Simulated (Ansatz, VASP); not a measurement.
## One calculation of P, two programs

The input INCAR:

```
  PREC = Accurate
  ENCUT = 520
  EDIFF = 1E-6
  ISMEAR = 0
  SIGMA = 0.15
  LREAL = False
  LASPH = True
  NELM = 100
  ALGO = Normal
  ISIF = 2
  LWAVE = False
  LCHARG = False
  GGA = PE
  IVDW = 12
  NBANDS = 12
```

File KPOINTS:

```
Automatic mesh
0
Gamma
  24 24 24
```

POSCAR

```
P
1.0
    1.7138507813      0.9894922099      3.1524195371
   -1.7138507813      0.9894922099      3.1524195371
    0.0000000000     -1.9789844198      3.1524195371
P
2
Direct
    0.2336660455      0.2336660455      0.2336660455
    0.7663339545      0.7663339545      0.7663339545
```

Input for Ansatz:

```yaml
crystal:
  lattice:
    - [1.7138507813, 0.9894922099, 3.1524195371]
    - [-1.7138507813, 0.9894922099, 3.1524195371]
    - [0.0, -1.9789844198, 3.1524195371]
  atoms:
    - { symbol: P, position: [0.2336660455, 0.2336660455, 0.2336660455] }
    - { symbol: P, position: [0.7663339545, 0.7663339545, 0.7663339545] }
basis:
  ecutwfc: 420
kpoints:
  mp_grid: { grid: [24, 24, 24] }
hamiltonian:
  xc: pbe
  dispersion: d3bj
scf:
  occupations: { method: gaussian, width: 0.15 }
output:
  forces: true
  stress: true
  eigenvalues: true
```

Change from the starting cell: strain +0.000 along x and y, +0.080 along z, atoms carried along.

Alike in both runs: task single point; functional PBE; dispersion D3(BJ); k mesh 24 × 24 × 24; occupations gaussian, width 0.15 eV; no spin polarisation.

|  | VASP | Ansatz |
| --- | --- | --- |
| version | VASP 6.6.1 | Ansatz 0.2.0 |
| potentials or method | VASP PAW PBE potentials, release 64 (P), cutoff 520 eV | scalar-relativistic, plane waves, PAW |
| valence electrons in the cell | 10 | 10 |

```csv
,VASP,Ansatz,Ansatz less VASP
gap on the k mesh at the Fermi level (eV),none,none,-
pressure (GPa),-6.3,-6.1,+0.23
"traceless stress, the component that is largest in VASP (GPa)",-3.96,-4.00,-0.044
rms of the force components (eV/Å),0.448,0.420,-0.0284
```

Atom by atom the forces differ by 0.028 eV/Å (rms over components). A gap of «none» marks a metal or a gap that the smearing closes.
